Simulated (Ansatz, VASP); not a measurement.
**Ti: VASP beside Ansatz**

The input INCAR:

```
  ALGO = Fast
  EDIFF = 1E-6
  ENCUT = 520
  GGA = PE
  ISIF = 2
  ISMEAR = 0
  LASPH = True
  LCHARG = False
  LREAL = False
  LWAVE = False
  NBANDS = 12
  NELM = 60
  PREC = Accurate
  SIGMA = 0.15
```

The input KPOINTS:

```
k-points
0
Gamma
  20 20 20
```

File POSCAR:

```
Ti
1.0
    0.0000000000      2.1644613174      1.8547269029
    2.1644613174      0.0000000000      1.8547269029
    2.1644613174      2.1644613174      0.0000000000
Ti
1
Direct
    0.0000000000      0.0000000000      0.0000000000
```

Input for Ansatz:

```yaml
crystal:
  lattice:
    - [0.0, 2.1644613174, 1.8547269029]
    - [2.1644613174, 0.0, 1.8547269029]
    - [2.1644613174, 2.1644613174, 0.0]
  atoms:
    - { symbol: Ti, position: [0.0, 0.0, 0.0] }
basis:
  ecutwfc: 520.0
kpoints:
  mp_grid: { grid: [20, 20, 20] }
hamiltonian:
  xc: pbe
  pseudopotentials: { kind: paw, azcp: { folder: soft_1 } }
scf:
  occupations: { method: gaussian, width: 0.15 }
output:
  forces: true
  stress: true
  eigenvalues: true
```

Alike in both runs: task single point; functional PBE; k mesh 20 × 20 × 20; occupations gaussian, width 0.15 eV; no spin polarisation.

|  | VASP | Ansatz |
| --- | --- | --- |
| version | VASP 6.6.1 | Ansatz 0.2.0 |
| potentials or method | VASP PAW PBE potentials, release 64 (Ti_sv), cutoff 520 eV | scalar-relativistic, plane waves, PAW |
| valence electrons in the cell | 12 | 12 |

|  | VASP | Ansatz | Ansatz less VASP |
| --- | --- | --- | --- |
| gap on the k mesh at the Fermi level (eV) | none | none | - |
| pressure (GPa) | -0.4 | -0.1 | +0.30 |
| traceless stress, the component that is largest in VASP (GPa) | 2.21 | 2.20 | -0.011 |

A gap of «none» marks a metal or a gap that the smearing closes.
